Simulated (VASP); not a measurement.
# Mg (Fd-3m) in VASP: a series of runs, part 2 of 2

VASP 6.6.1. The steps go on from the part before.

## Step 4: Relaxation of cell and atoms, r2SCAN

This run uses another cell than the first one, of 40.97 Å³/atom, 1.601 times its volume.

The input, POSCAR:

```
Mg
1.0
    0.0000000000      3.4474223776      3.4474223776
    3.4474223776      0.0000000000      3.4474223776
    3.4474223776      3.4474223776      0.0000000000
Mg
2
Direct
    0.0000000000      0.0000000000      0.0000000000
    0.2500000000      0.2500000000      0.2500000000
```

The input, INCAR.step1:

```
SYSTEM = Mg
  PREC = Accurate
  ENCUT = 600
  ISMEAR = 0
  SIGMA = 0.1
  LREAL = .FALSE.
  LASPH = .TRUE.
  NELM = 100
  GGA = PE
  ALGO = Normal
  EDIFF = 1E-4
  LWAVE = .TRUE.
  LCHARG = .FALSE.
```

The input, INCAR.step2:

```
SYSTEM = Mg
  PREC = Accurate
  ENCUT = 600
  EDIFF = 1E-6
  ISMEAR = 0
  SIGMA = 0.1
  LREAL = .FALSE.
  LASPH = .TRUE.
  NELM = 100
  ALGO = Normal
  ISIF = 3
  LWAVE = .FALSE.
  LCHARG = .FALSE.
  METAGGA = R2SCAN
  LMIXTAU = .TRUE.
  IBRION = 2
  NSW = 100
  EDIFFG = -0.01
  ISTART = 1
```

The input, KPOINTS:

```
regular mesh
0
G
  14 14 14
  0 0 0
```

Potentials or basis: VASP PAW PBE potentials, release 64 (Mg).

On the command line:

```bash
cat potpaw_PBE.64/Mg/POTCAR > POTCAR
cp INCAR.step1 INCAR
mpirun -np 1 vasp_std > vasp.out
cp INCAR.step2 INCAR
mpirun -np 1 vasp_std > vasp.out
```

OUTCAR:

```text
SYSTEM = Mg
   PREC = Accurate
   ENCUT = 600
   EDIFF = 1E-6
   ISMEAR = 0
   LREAL = .FALSE.
   LASPH = .TRUE.
   NELM = 100
   ISIF = 3
   METAGGA = R2SCAN
   IBRION = 2
   NSW = 100
   EDIFFG = -0.01
   ISTART = 1

 ion  position               nearest neighbor table
   1  0.000  0.000  0.000-   2 2.99   2 2.99   2 2.99   2 2.99
   2  0.250  0.250  0.250-   1 2.99   1 2.99   1 2.99   1 2.99

  LATTYP: Found a face centered cubic cell.
 ALAT       =     6.8948447552

  Lattice vectors:

 A1 = (   0.0000000000,   3.4474223776,   3.4474223776)
 A2 = (   3.4474223776,   0.0000000000,   3.4474223776)
 A3 = (   3.4474223776,   3.4474223776,   0.0000000000)

Analysis of symmetry for initial positions (statically):
=====================================================================
 Subroutine PRICEL returns:
 Original cell was already a primitive cell.

 Routine SETGRP: Setting up the symmetry group for a
 face centered cubic supercell.

 Subroutine GETGRP returns: Found 48 space group operations
 (whereof 24 operations were pure point group operations)
 out of a pool of 48 trial point group operations.

The static configuration has the point symmetry T_d .
 The point group associated with its full space group is O_h .

Analysis of symmetry for dynamics (positions and initial velocities):
=====================================================================
 Subroutine PRICEL returns:
 Original cell was already a primitive cell.

 Routine SETGRP: Setting up the symmetry group for a
 face centered cubic supercell.

 Subroutine GETGRP returns: Found 48 space group operations
 (whereof 24 operations were pure point group operations)
 out of a pool of 48 trial point group operations.

The dynamic configuration has the point symmetry T_d .
 The point group associated with its full space group is O_h .

 Subroutine INISYM returns: Found 48 space group operations
 (whereof 24 operations are pure point group operations),
 and found     1 'primitive' translations

----------------------------------------------------------------------------------------

                                     Primitive cell

  volume of cell :      81.9433

  direct lattice vectors                    reciprocal lattice vectors
     0.000000000  3.447422378  3.447422378    -0.145035898  0.145035898  0.145035898
     3.447422378  0.000000000  3.447422378     0.145035898 -0.145035898  0.145035898
     3.447422378  3.447422378  0.000000000     0.145035898  0.145035898 -0.145035898

  length of vectors
     4.875391482  4.875391482  4.875391482     0.251209544  0.251209544  0.251209544

  position of ions in fractional coordinates (direct lattice)
     0.000000000  0.000000000  0.000000000
     0.250000000  0.250000000  0.250000000

  ion indices of the primitive-cell ions
   primitive index   ion index
                 1           1
                 2           2

----------------------------------------------------------------------------------------
[... 50 lines left out ...]
  0.285714  0.142857  0.000000     24.000000
 [... further k-points ...]
   k-points           NKPTS =    104   k-points in BZ     NKDIM =    104   number of bands    NBANDS=      6
   number of dos      NEDOS =    301   number of ions     NIONS =      2
   total plane-waves  NPLWV =  64000
   dimension x,y,z NGX =    40 NGY =   40 NGZ =   40
   dimension x,y,z NGXF=    80 NGYF=   80 NGZF=   80
   ions per type =               2
   NGX,Y,Z   is equivalent  to a cutoff of  13.64, 13.64, 13.64 a.u.
   NGXF,Y,Z  is equivalent  to a cutoff of  27.28, 27.28, 27.28 a.u.
 SYSTEM =  Mg
   PREC   = accura    normal or accurate (medium, high low for compatibility)
   ISTART =      1    job   : 0-new  1-cont  2-samecut
   ICHARG =      0    charge: 1-file 2-atom 10-const
   ISPIN  =      1    spin polarized calculation?
   LNONCOLLINEAR =      F non collinear calculations
   LSORBIT =      F    spin-orbit coupling
   LASPH  =      T    aspherical Exc in radial PAW
   ENCUT  =  600.0 eV  44.10 Ry    6.64 a.u.   9.74  9.74  9.74*2*pi/ulx,y,z
   NELM   =    100;   NELMIN=  2; NELMDL=  0     # of ELM steps
   EDIFF  = 0.1E-05   stopping-criterion for ELM
   LREAL  =      F    real-space projection
   EDIFFG = -.1E-01   stopping-criterion for IOM
   NSW    =    100    number of steps for IOM
   IBRION =      2    ionic relax: 0-MD 1-quasi-New 2-CG
   NFREE  =      1    steps in history (QN), initial steepest desc. (CG)
   ISIF   =      3    stress and relaxation
   ISYM   =      2    0-nonsym 1-usesym 2-fastsym
   POTIM  = 0.5000    time-step for ionic-motion
   TEBEG  =    0.0;   TEEND  =   0.0 temperature during run
   PSTRESS=    0.0 pullay stress
   NELECT =       4.0000    total number of electrons
   NUPDOWN=      -1.0000    fix difference up-down
   EMIN   =  10.00;   EMAX   =-10.00  energy-range for DOS
   EFERMI =   0.00;   METHOD = LEGACY
   ISMEAR =     0;   SIGMA  =   0.10  broadening in eV -4-tet -1-fermi 0-gaus
   EFERMI_NEDOS =   21; number of points for ismear=-14 and -15
   IALGO  =     38    algorithm
   IMIX   =      4    mixing-type and parameters
     AMIX     =   0.40;   BMIX     =  1.00
     AMIX_MAG =   1.60;   BMIX_MAG =  1.00
  volume/ion in A,a.u.               =      40.97       276.49
  Fermi-wavevector in a.u.,A,eV,Ry     =   0.598306  1.130635  4.870485  0.357971
  Thomas-Fermi vector in A             =   1.649361
   LORBIT       =      0    0 simple, 1 ext, 2 COOP (PROOUT), +10 PAW based schemes
   METAGGA = R2SCAN    functional components
   LHFCALC =     F    Hartree Fock is set to
   AEXX    =    0.0000 exact exchange contribution
   IVDW    =     0    specifies the selected vdW correction
   LEPSILON=     F    determine dielectric tensor
   LRPA    =     F    only Hartree local field effects (RPA)
 conjugate gradient relaxation of ions
 non-spin polarized calculation
 Gauss-broadening in eV      SIGMA  =   0.10
  energy-cutoff  :      600.00
  volume of cell :       81.94
 maximum number of plane-waves:      2764
   NGX = 19   NGY = 19   NGZ = 19

--------------------------------------- Ionic step        1  -------------------------------------------

 number of electron       4.0000000 magnetization

 Free energy of the ion-electron system (eV)
  ---------------------------------------------------
  ext. energy  EPLUGINS =         0.00000000
  ---------------------------------------------------
  free energy    TOTEN  =        -6.52455189 eV

  energy without entropy =       -6.51799188  energy(sigma->0) =       -6.52127188

------------------------ aborting loop because EDIFF is reached ----------------------------------------

  FORCE on cell =-STRESS in cart. coord.  units (eV):
  Direction    XX          YY          ZZ          XY          YZ          ZX
  --------------------------------------------------------------------------------------
  -------------------------------------------------------------------------------------
  Total       -0.1420356     -0.1420356     -0.1420356      0.0000000      0.0000000      0.0000000
  in kB       -2.7771174     -2.7771174     -2.7771174      0.0000000      0.0000000      0.0000000
  external PRESSURE =      -2.7771174 kB  Pullay stress =       0.0000000 kB
[... 59 lines left out ...]
--------------------------------------- Ionic step        3  -------------------------------------------

 number of electron       4.0000000 magnetization

 Free energy of the ion-electron system (eV)
  ---------------------------------------------------
  ext. energy  EPLUGINS =         0.00000000
  ---------------------------------------------------
  free energy    TOTEN  =        -6.52633443 eV

  energy without entropy =       -6.52008174  energy(sigma->0) =       -6.52320809

 E-fermi :   0.1216     XC(G=0):  -7.0303

 val. band max:        0.0970049369   @ k =   0.3571   0.1429   0.0714
 cond. band min:       0.1610989635   @ k =  -0.3571   0.2857   0.0714
 fundamental gap:      0.0640940265
 Fermi energy:         0.1216401848

 k-point     1 :       0.0000    0.0000    0.0000
  band No.  band energies     occupation
      1      -5.1541      2.00000
      2       3.5201      0.00000
      3       3.5201      0.00000
      4       3.5201      0.00000
      5       4.6107      0.00000
      6       4.6107      0.00000
[... 199 lines left out ...]
 k-point    24 :       0.2857    0.1429    0.0000
  band No.  band energies     occupation
      1      -4.4358      2.00000
      2       0.7288      0.00000
      3       2.1432      0.00000
      4       2.2491      0.00000
      5       4.1558      0.00000
      6       5.3806      0.00000

 [... further k-points ...]

------------------------ aborting loop because EDIFF is reached ----------------------------------------

  FORCE on cell =-STRESS in cart. coord.  units (eV):
  Direction    XX          YY          ZZ          XY          YZ          ZX
  --------------------------------------------------------------------------------------
  -------------------------------------------------------------------------------------
  Total       -0.0151216     -0.0151216     -0.0151216      0.0000000      0.0000000     -0.0000000
  in kB       -0.3023215     -0.3023215     -0.3023215      0.0000000      0.0000000     -0.0000000
  external PRESSURE =      -0.3023215 kB  Pullay stress =       0.0000000 kB
[... 17 lines left out ...]
  FREE ENERGIE OF THE ION-ELECTRON SYSTEM (eV)
  ---------------------------------------------------
  free  energy   TOTEN  =        -6.5263344345 eV

  energy  without entropy=       -6.5200817391  energy(sigma->0) =       -6.52320809

 reached required accuracy - stopping structural energy minimisation
```

Run time: 7 min. Hardware: 1 thread of Intel Xeon Platinum 8259CL at 2.50GHz (Skylake/Cascade Lake), shared host; peak memory 0.3 GiB.

What came out:

| Item | Value |
| --- | --- |
| Free energy | -6.5263 eV |
| Relaxed volume | 40.07 Å³/atom |
| Relaxed cell | a = 4.839 Å, b = 4.839 Å, c = 4.839 Å, α = 60.00°, β = 60.00°, γ = 60.00° |
| Space group after relaxing (to 0.05 Å) | Fd-3m (No. 227) |
| Energy gained by relaxing | 0.9 meV/atom |
| Ionic steps | 3 |
| Pressure after relaxing | 0.0 GPa |
| Band gap on the k mesh | zero (band 2 reaches 3.52 eV, above the bottom of band 3 at -0.40 eV) |

Step by step:
| step | energy change (eV) | largest force (eV/Å) | pressure (GPa) | volume (Å³) |
| --- | --- | --- | --- | --- |
| 1 | 0.0000 | 0.0000 | -0.28 | 81.94 |
| 2 | -0.0012 | 0.0000 | -0.17 | 81.10 |
| 3 | -0.0018 | 0.0000 | -0.03 | 80.14 |

Final structure:
```
CELL_PARAMETERS angstrom
0.00000 3.42192 3.42192
3.42192 0.00000 3.42192
3.42192 3.42192 0.00000
ATOMIC_POSITIONS crystal
Mg 0.00000 0.00000 0.00000
Mg 0.25000 0.25000 0.25000
```

Caveat: the PAW data sets were made with another functional, which shifts forces and pressure a little.

## Step 5: Summary

```csv
task,cell,k mesh,cutoff (eV),gap on the mesh (eV),pressure (GPa)
single point,"a = 4.167 Å, angles 60.0°, 2 atoms",6 × 6 × 6,520,none,12.3
single point,"a = 4.843 Å, angles 60.0°, 2 atoms",14 × 14 × 14,520,none,-0.1
relaxation of cell and atoms,"relaxed from a = 4.875 Å, angles 60.0°, 2 atoms",14 × 14 × 14,600,none,0.0
```

Alike in all rows: level r2SCAN; potentials or basis VASP PAW PBE potentials, release 64 (Mg); no spin polarisation; smearing gaussian 0.1 eV.

Caveats: the PAW data sets were made with another functional, which shifts forces and pressure a little.

Total energies depend on the potentials used, so only differences within one code and one set of settings carry meaning.
